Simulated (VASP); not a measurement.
WS, a slab with vacuum:

```xyz
4
Lattice="3.1835 0.0000 0.0000 -1.5918 2.7570 0.0000 0.0000 0.0000 31.9506" Properties=species:S:1:pos:R:3 pbc="T T T"
W     0.0000    1.8380    7.5000
W     0.0000    1.8380   24.4506
S     1.5918    0.9190    9.0595
S     1.5918    0.9190   22.8911
```

Base run:

- Program: VASP 6.6.1
- Functional: PBEsol
- Potentials or basis: VASP PAW PBE potentials, release 64 (W_sv, S)
- Cutoff: 520 eV
- k mesh: 10 × 10 × 1
- Occupations: fermi-dirac, width 0.05 eV
- Spin: no spin polarisation

Its results: band gap on the k mesh 0.19 eV, indirect (least direct gap 0.80 eV); largest force 0.862 eV/Å.

Question: The run is repeated on the same cell with these changes: functional from PBEsol to LDA; potentials or basis from VASP PAW PBE potentials, release 64 (W_sv, S) to VASP PAW LDA potentials, release 64 (W_sv, S). What comes out?

Answer: Band gap on the k mesh 0.12 eV, indirect (least direct gap 0.77 eV); largest force 1.125 eV/Å.

Caveats: spin-orbit coupling is left out, which moves the levels of the heavy elements; the PAW data sets were made with another functional, which shifts forces and pressure a little (some runs).

A k mesh can miss the band edges.
